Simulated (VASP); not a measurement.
# HPt6: single point with PBE

HPt6, a slab with vacuum:

```
CELL_PARAMETERS angstrom
5.61433 0.00000 0.00000
0.00000 5.61433 0.00000
0.00000 0.00000 21.85138
ATOMIC_POSITIONS crystal
Pt 0.25000 0.25000 0.18305
Pt 0.25000 0.75000 0.18305
Pt 0.75000 0.25000 0.18305
Pt 0.75000 0.75000 0.18305
Pt 0.00000 0.00000 0.27121
Pt 0.00000 0.50000 0.27121
Pt 0.50000 0.00000 0.27121
Pt 0.50000 0.50000 0.27121
Pt 0.25000 0.25000 0.35931
Pt 0.25000 0.75000 0.35931
Pt 0.75000 0.25000 0.35931
Pt 0.75000 0.75000 0.35931
H 0.80096 0.00000 0.43848
H 0.19904 0.00000 0.43848
```

```json
{
  "Program": "VASP 6.6.1",
  "Task": "single point",
  "Functional": "PBE",
  "Potentials or basis": "VASP PAW PBE potentials, release 64 (Pt, H)",
  "Cutoff": "520 eV",
  "k mesh": "5 × 5 × 1",
  "Occupations": "gaussian, width 0.1 eV",
  "Spin": "no spin polarisation"
}
```

```
Largest force          : 2.282 eV/Å
Band gap on the k mesh : zero (band 61 reaches -0.83 eV, above the bottom of band 62 at -1.23 eV)
```

Forces on the atoms (eV/Å):
```
Pt   0.002  0.039 -0.049
Pt   0.002 -0.039 -0.049
Pt  -0.002  0.039 -0.049
Pt  -0.002 -0.039 -0.049
Pt   0.000  0.000 -0.333
Pt   0.000  0.000 -0.012
Pt   0.000  0.000 -0.314
Pt   0.000  0.000  0.226
Pt  -0.131 -0.444  1.279
Pt  -0.131  0.444  1.279
Pt   0.131 -0.444  1.279
Pt   0.131  0.444  1.279
H   -0.415  0.000 -2.244
H    0.415  0.000 -2.244
```

Levels at points of the mesh, in eV from the Fermi level:
```tsv
k point	band 57	band 58	band 59	band 60	band 61	band 62	band 63	band 64	band 65	band 66
(0.00, 0.00, 0.00)	-0.02	0.05	0.09	0.09	0.33	0.45	0.73	0.73	0.74	0.85
```

It took 29 min on 1 thread of Oxide Virtual Turin-like Processor, with other jobs on the host, peak memory 0.76 GiB.

Caveat: spin-orbit coupling is left out, which moves the levels of the heavy elements.
